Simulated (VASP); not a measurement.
AlFe: single point with PBE

AlFe:

```
Al Fe
1.0
     2.91000    0.00000    0.00000
     0.00000    2.91000    0.00000
     0.00000    0.00000    2.91000
Al Fe
1 1
Cartesian
  0.0000 0.0000 0.0000
  1.4550 1.4550 1.4550
```

| Item | Value |
| --- | --- |
| Program | VASP 6.6.1 |
| Task | single point |
| Functional | PBE |
| Potentials or basis | VASP PAW PBE potentials, release 64 (Al, Fe) |
| Cutoff | 520 eV |
| k mesh | 9 × 9 × 9 |
| Occupations | fermi-dirac, width 0.1 eV |
| Spin | collinear spin, ferrimagnetic start |
| Starting moments | [-0.01, 2.64] μB |
| Fixed moment | 2.5 μB |
| Dipole correction | no |
| Further INCAR settings | ALGO = Normal; EDIFF = 1e-06; NBANDS = 16 |

| Item | Value |
| --- | --- |
| Pressure | 10.6 GPa |
| Net moment | 2.50 μB per cell |
| Site moments | Al -0.02; Fe +2.44 μB |
| Valence electrons inside the program's atomic spheres | Al 0.84; Fe 7.29 |

Wall time 15 s on 1 thread of Intel(R) Xeon(R) Platinum 8375C CPU @ 2.90GHz (Ice Lake), on a shared host, peak memory 0.16 GiB.

Caveat: the total moment is fixed, so each spin has its own Fermi level.
